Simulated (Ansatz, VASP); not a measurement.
## One calculation of Re, two programs

```
Re
1.0
     2.73919    0.00000    0.00000
    -1.36959    2.37221    0.00000
     0.00000    0.00000    4.41187
Re
2
Cartesian
  0.0000 1.5815 1.1030
  1.3696 0.7907 3.3089
```

Alike in both runs: task single point; functional LDA; k mesh 13 × 13 × 7; occupations fermi-dirac, width 0.1 eV; no spin polarisation.

|  | VASP | Ansatz |
| --- | --- | --- |
| version | VASP 6.6.1 | Ansatz 0.2.0 |
| potentials or method | VASP PAW LDA potentials, release 64 (Re), cutoff 600 eV | plane waves (800 eV) with PAW, scalar-relativistic |
| valence electrons in the cell | 14 | 30 |

VASP gave:

- pressure (GPa): 1.7
- traceless stress, the component that is largest in VASP (GPa): -0.11

Which values does Ansatz return?

Pressure (GPa): 0.0; traceless stress, the component that is largest in VASP (GPa): 0.00.

Ansatz warns that its potentials were made for another functional, while VASP's fit it. LDA's correlation is that of Perdew and Zunger in VASP and of Perdew and Wang (1992) in Ansatz. VASP's potentials hold 14 valence electrons a cell and Ansatz's 30, so a difference there can come from the potentials and not from the codes.

Neither program's run includes spin-orbit coupling.
